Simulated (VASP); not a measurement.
Write the native input for VASP 6.6.1 that does the following.

| Quantity | Value |
| --- | --- |
| Task | single point |
| Functional | PBE |
| Potentials or basis | VASP PAW PBE potentials, release 64 (K_sv, F) |
| Cutoff | 520 eV |
| k mesh | 8 × 8 × 8 |
| Occupations | gaussian, width 0.02 eV |
| Spin | no spin polarisation |
| Dipole correction | no |
| Further INCAR settings | ALGO = Normal; EDIFF = 1e-06; NBANDS = 15 |

The structure of KF lies in POSCAR:

```
KF
1.0
    2.1253388095      1.2270649338      3.4711275198
   -2.1253388095      1.2270649338      3.4711275198
    0.0000000000     -2.4541298676      3.4711275198
K F
1 1
Direct
    0.2493696479      0.2493696479      0.2493696479
   -0.0006130279     -0.0006130279     -0.0006130279
```

The input as run:

INCAR

```
SYSTEM = KF
  PREC = Accurate
  ENCUT = 520
  EDIFF = 1E-6
  ISMEAR = 0
  SIGMA = 0.02
  LREAL = .FALSE.
  LASPH = .TRUE.
  NELM = 80
  ALGO = Normal
  ISIF = 2
  LWAVE = .FALSE.
  LCHARG = .FALSE.
  GGA = PE
  NBANDS = 15
```

KPOINTS

```
Automatic mesh
0
G
  8 8 8
  0 0 0
```

Potentials or basis: VASP PAW PBE potentials, release 64 (K_sv, F).

Command:

```sh
$ cat potpaw_PBE.64/K_sv/POTCAR potpaw_PBE.64/F/POTCAR > POTCAR
$ mpirun -np 1 vasp_std > vasp.out
```

Results of the run:

* Pressure: -0.6 GPa
* Band gap on the k mesh: 4.97 eV (least direct gap 5.13 eV)

Wall time 21 s on 1 thread of AMD EPYC 9R45 96-Core Processor (Zen 5) (shared host), peak memory 0.17 GiB.
